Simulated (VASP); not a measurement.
The system is Al3B2As.

```
Al B As
1.0
     3.10250    0.00000    0.00000
     0.00000    3.10250    0.00000
     0.00000    0.00000   10.83043
Al B As
3 2 1
Cartesian
  0.0000 0.0000 7.0555
  0.0000 0.0000 3.5672
  1.5513 1.5513 9.2298
  0.0000 0.0000 0.2611
  1.5513 1.5513 5.3207
  1.5513 1.5513 1.6417
```

The cell was generated, and may not be a known phase.

* Program: VASP 6.6.1
* Task: relaxation of cell and atoms
* Functional: PBE
* Potentials or basis: VASP PAW PBE potentials, release 64 (Al, B, As)
* Cutoff: 600 eV
* k mesh: 6 × 6 × 2
* Occupations: gaussian, width 0.1 eV
* Spin: no spin polarisation

At the start: pressure -15.0 GPa; volume 17.37 Å³/atom.

Where does the relaxation end?

Over 16 steps the energy falls by 390.0 meV/atom and the volume is 13.20 Å³/atom (-24.0 %); space group P4mm (No. 99, to 0.1 Å) before and after.

The path:
| step | energy change (eV) | largest force (eV/Å) | pressure (GPa) | volume (Å³) |
| --- | --- | --- | --- | --- |
| 1 | 0.0000 | 1.3577 | -14.97 | 104.25 |
| 2 | -1.7566 | 2.1573 | -3.54 | 81.62 |
| 3 | -1.8291 | 2.2527 | 1.91 | 77.40 |
| 4 | -2.1501 | 1.0110 | 3.45 | 76.10 |
| 5 | -2.2014 | 0.8381 | 4.96 | 75.45 |
| 6 | -2.2883 | 0.3570 | -1.98 | 80.21 |
| 7 | -2.2921 | 0.3402 | -0.97 | 79.41 |
| 8 | -2.3145 | 0.2311 | -0.72 | 79.41 |
| 9 | -2.3331 | 0.2192 | -0.02 | 79.40 |
| 10 | -2.3340 | 0.1556 | -0.17 | 79.40 |
| 11 | -2.3341 | 0.1702 | -0.14 | 79.40 |
| 12 | -2.3371 | 0.0818 | 0.03 | 79.20 |
| 13 | -2.3375 | 0.1086 | 0.12 | 79.10 |
| 14 | -2.3393 | 0.0549 | 0.07 | 79.12 |
| 15 | -2.3394 | 0.0401 | 0.06 | 79.12 |
| 16 | -2.3397 | 0.0152 | 0.00 | 79.21 |

Final structure:
```xyz
6
Lattice="2.8322 0.0000 0.0000 0.0000 2.8322 0.0000 0.0000 0.0000 9.8741" Properties=species:S:1:pos:R:3 pbc="T T T"
Al    0.0000    2.8322    6.3444
Al    0.0000    0.0000    3.6320
Al    1.4161    1.4161    8.4793
B     0.0000    0.0000    9.8444
B     1.4161    1.4161    4.9040
As    1.4161    1.4161    1.3553
```

Caveat: the volume moved by over 15 % at a fixed basis, so the end points are rough; the highest band is partly filled, so the run has too few bands.
